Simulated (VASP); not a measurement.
Set up this calculation in VASP 6.6.1, as the native input.

```yaml
Task: single point
Functional: PBE
Potentials_or_basis: VASP PAW PBE potentials, release 64 (Sn_d, Se)
Cutoff: 500 eV
k_mesh: 6 × 6 × 2
Occupations: gaussian, width 0.01 eV
Spin: no spin polarisation
Dipole_correction: no
Further_INCAR_settings: ALGO = Normal; EDIFF = 1e-06; NBANDS = 20
```

The structure of SnSe2 lies in POSCAR:

```
SnSe2
1.0
    3.8110000000      0.0000000000      0.0000000000
   -1.9055000000      3.3004228100      0.0000000000
    0.0000000000      0.0000000000      6.1360000000
Sn Se
1 2
Direct
    0.0000000000      0.0000000000      0.0000000000
    0.3333333300      0.6666666700      0.2490000000
    0.6666666700      0.3333333300      0.7510000000
```

These files were run (other wordings do the same):

INCAR

```
PREC = Accurate
ENCUT = 500
EDIFF = 1E-6
ISMEAR = 0
SIGMA = 0.01
LREAL = F
LASPH = T
NELM = 120
ALGO = Normal
ISIF = 2
LWAVE = F
LCHARG = F
GGA = PE
NBANDS = 20
GGA_COMPAT = F
```

KPOINTS

```
Automatic mesh
0
Gamma
  6 6 2
```

Potentials or basis: VASP PAW PBE potentials, release 64 (Sn_d, Se).

Launch:

```sh
$ cat potpaw_PBE.64/Sn_d/POTCAR potpaw_PBE.64/Se/POTCAR > POTCAR
$ mpirun -np 1 vasp_std > vasp.out
```

It gave:

```yaml
Pressure: 5.6 GPa
Largest_force: 0.802 eV/Å
Band_gap_on_the_k_mesh: 0.87 eV (least direct gap 1.09 eV)
```

Caveat: the k points lie up to 0.51 Å⁻¹ apart; spin-orbit coupling is left out, which moves the levels of the heavy elements; this functional lacks dispersion, which binds layers or chains, so the pressure and a relaxed spacing across them are unreliable.

Run time: 22 s on 1 thread of Intel Xeon 8259CL, on a shared host, peak memory 0.19 GiB.
